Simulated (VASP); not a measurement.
CaO: single point with PBE+D3(BJ)

The system is CaO.

```
Ca O
1.0
     0.00000    2.39153    2.39153
     2.39153    0.00000    2.39153
     2.39153    2.39153    0.00000
Ca O
1 1
Direct
  0.00000 0.00000 0.00000
  0.50000 0.50000 0.50000
```

```yaml
Program: VASP 6.6.1
Task: single point
Functional: PBE
Dispersion: D3(BJ)
Potentials_or_basis: VASP PAW PBE potentials, release 64 (Ca_sv, O)
Cutoff: 600 eV
k_mesh: 8 × 8 × 8
Occupations: gaussian, width 0.02 eV
Spin: no spin polarisation
Dipole_correction: no
Further_INCAR_settings: ALGO = Normal; EDIFF = 1e-06; NBANDS = 15
```

| Property | Result |
| --- | --- |
| Pressure | 0.5 GPa |
| Band gap on the k mesh | 3.63 eV (least direct gap 4.00 eV) |
| Dispersion energy per atom | -0.276 eV |

Levels at points of the mesh, in eV from the valence-band top:
| k point | band 4 | band 5 | band 6 | band 7 | band 8 | band 9 | band 10 | band 11 | band 12 | band 13 |
| --- | --- | --- | --- | --- | --- | --- | --- | --- | --- | --- |
| (0.00, 0.00, 0.00) | -18.33 | -15.56 | 0.00 | 0.00 | 0.00 | 4.83 | 6.26 | 6.26 | 6.26 | 7.79 |
| (0.50, 0.00, 0.00) | -18.39 | -14.30 | -2.67 | -1.23 | -1.23 | 7.12 | 8.44 | 8.44 | 8.62 | 10.54 |
| (0.50, 0.50, 0.00) | -18.57 | -15.32 | -1.29 | -0.37 | -0.37 | 3.63 | 8.15 | 8.98 | 9.63 | 9.63 |

It took 30 s on 1 thread of AMD EPYC 7R13, with other jobs on the host, peak memory 0.14 GiB.

A k mesh can miss the band edges.
